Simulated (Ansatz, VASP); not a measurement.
# One calculation of Si4Ru, two programs

Contents of INCAR:

```
SYSTEM = Si4Ru
PREC = Accurate
ENCUT = 600
EDIFF = 1E-7
ISMEAR = 0
SIGMA = 0.1
LREAL = .False.
LASPH = .True.
NELM = 80
ALGO = Normal
ISIF = 3
LWAVE = .False.
LCHARG = .False.
GGA = PE
IBRION = 2
NSW = 90
EDIFFG = -0.04
```

The input KPOINTS:

```
Automatic mesh
0
Gamma
  4 4 6
  0 0 0
```

POSCAR

```
Si4Ru
1.0
    3.3606275800     -3.5749768500      0.0000000000
    3.3606275800      3.5749768500      0.0000000000
    0.0000000000      0.0000000000      2.9901530500
Si Ru
4 1
Direct
    0.2796676500      0.2796676500      0.0000000000
    0.1815461400      0.8184538600      0.5000000000
    0.8184538600      0.1815461400      0.5000000000
    0.7203323500      0.7203323500      0.0000000000
    0.0000000000      0.0000000000      0.0000000000
```

Input for Ansatz:

```yaml
crystal:
  lattice:
    - [3.36062758, -3.57497685, 0.0]
    - [3.36062758, 3.57497685, 0.0]
    - [0.0, 0.0, 2.99015305]
  atoms:
    - { symbol: Si, position: [0.27966765, 0.27966765, 0.0] }
    - { symbol: Si, position: [0.18154614, 0.81845386, 0.5] }
    - { symbol: Si, position: [0.81845386, 0.18154614, 0.5] }
    - { symbol: Si, position: [0.72033235, 0.72033235, 0.0] }
    - { symbol: Ru, position: [0.0, 0.0, 0.0] }
basis:
  ecutwfc: 420
kpoints:
  mp_grid: { grid: [4, 4, 6] }
hamiltonian:
  xc: pbe
scf:
  occupations: { method: gaussian, width: 0.1 }
  lower_state_search: "off"
output:
  forces: true
  stress: true
  eigenvalues: true
relax:
  adjacent_minimum: "off"
  f_tol: 0.04
  max_steps: 70
  cell: { stress_tol: 0.4 }
```

Change from the starting cell: species swapped into the OsCl4 type (Cmmm, No. 65).

Alike in both runs: task relaxation of cell and atoms; functional PBE; k mesh 4 × 4 × 6; occupations gaussian, width 0.1 eV; no spin polarisation.

|  | VASP | Ansatz |
| --- | --- | --- |
| version | VASP 6.6.1 | Ansatz 0.2.0 |
| potentials or method | VASP PAW PBE potentials, release 64 (Si, Ru_pv), cutoff 600 eV | scalar-relativistic, plane waves, PAW |
| valence electrons in the cell | 30 | 32 |

VASP gave:

```
gap on the k mesh at the Fermi level, each at its own relaxed structure (eV) : none
relaxed volume (Å³/atom)                                                     : 15.69
relaxed cell length with the largest relative difference (Å)                 : 2.975
```

Q: Estimate Ansatz's values.

A: gap on the k mesh at the Fermi level, each at its own relaxed structure (eV): none; relaxed volume (Å³/atom): 15.69; relaxed cell length with the largest relative difference (Å): 2.978.

A gap of «none» marks a metal or a gap that the smearing closes. VASP's potentials hold 30 valence electrons a cell and Ansatz's 32, so a difference there can come from the potentials and not from the codes.
